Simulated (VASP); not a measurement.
A run of VASP 6.6.1 is set up as follows.

File INCAR:

```
SYSTEM = Zn12S11Br
PREC     = Accurate       ! precision mode
ENCUT    = 520            ! plane-wave cutoff, eV
EDIFF    = 1E-6           ! SCF threshold, eV
ISMEAR   = -1             ! smearing method
SIGMA    = 0.01           ! smearing width, eV
LREAL    = Auto         
LASPH    = .True.         ! aspherical terms in the spheres
NELM     = 100            ! most SCF steps
ALGO     = Normal         ! electronic algorithm
ISIF     = 2              ! what is computed and relaxed
LWAVE    = .False.        ! write WAVECAR
LCHARG   = .False.        ! write CHGCAR
GGA      = PE             ! functional
NELECT   = 216.0        
NBANDS   = 126            ! bands
```

KPOINTS

```
Automatic mesh
0
Gamma
  3 3 2
  0 0 0
```

File POSCAR:

```
Zn12S11Br
1.0
    5.7340500000      3.3105553110      0.0000000000
   -5.7340500000      3.3105553110      0.0000000000
    0.0000000000      0.0000000000     12.5200000000
Zn S Br
12 11 1
Direct
   -0.0017264643     -0.0017264643     -0.0026436076
    0.3333333333      0.6683931310     -0.0026436076
    0.6683931310      0.3333333333     -0.0026436076
   -0.0370248254     -0.0370248254      0.5102935491
    0.3333333333      0.7036914921      0.5102935491
    0.7036914921      0.3333333333      0.5102935491
    0.3333333333      0.3333333333      0.2255462583
    0.6666666667      0.0000000000      0.2453397505
    0.0000000000      0.6666666667      0.2453397505
    0.3333333333      0.9991940346      0.7535990495
    0.6674726320      0.6674726320      0.7535990495
   -0.0008059654      0.3333333333      0.7535990495
   -0.0034729291     -0.0034729291      0.1853905215
    0.3333333333      0.6701395958      0.1853905215
    0.6701395958      0.3333333333      0.1853905215
    0.0004829456      0.0004829456      0.6906141558
    0.3333333333      0.6661837211      0.6906141558
    0.6661837211      0.3333333333      0.6906141558
    0.6666666667      0.0000000000      0.4344643227
    0.0000000000      0.6666666667      0.4344643227
    0.3333333333      1.0012749342      0.9385470353
    0.6653917325      0.6653917325      0.9385470353
    0.0012749342      0.3333333333      0.9385470353
    0.3333333333      0.3333333333      0.4374434846
```

Potentials or basis: VASP PAW PBE potentials, release 64 (Zn, S, Br).

Command:

```bash
$ cat potpaw_PBE.64/Zn/POTCAR potpaw_PBE.64/S/POTCAR potpaw_PBE.64/Br/POTCAR > POTCAR
$ mpirun -np 1 vasp_std > vasp.out
```

Q: Predict the largest force.

A: 0.020 eV/Å.

Forces in eV/Å, atoms in the order of the input:
```
Zn   0.000 -0.016 -0.004
Zn  -0.014  0.008 -0.004
Zn   0.014  0.008 -0.004
Zn   0.000 -0.017 -0.007
Zn  -0.015  0.009 -0.007
Zn   0.015  0.009 -0.007
Zn   0.000  0.000  0.000
Zn   0.000  0.000 -0.003
Zn   0.000  0.000 -0.003
Zn   0.015 -0.009 -0.010
Zn   0.000  0.017 -0.010
Zn  -0.015 -0.009 -0.010
S    0.000 -0.002  0.011
S   -0.001  0.001  0.011
S    0.001  0.001  0.011
S    0.000 -0.008  0.007
S   -0.007  0.004  0.007
S    0.007  0.004  0.007
S    0.000  0.000  0.003
S    0.000  0.000  0.003
S    0.004 -0.002  0.007
S    0.000  0.004  0.007
S   -0.004 -0.002  0.007
Br   0.000  0.000 -0.013
```

Caveat: the cell carries a net charge on a neutralising background, which shifts energy and pressure.
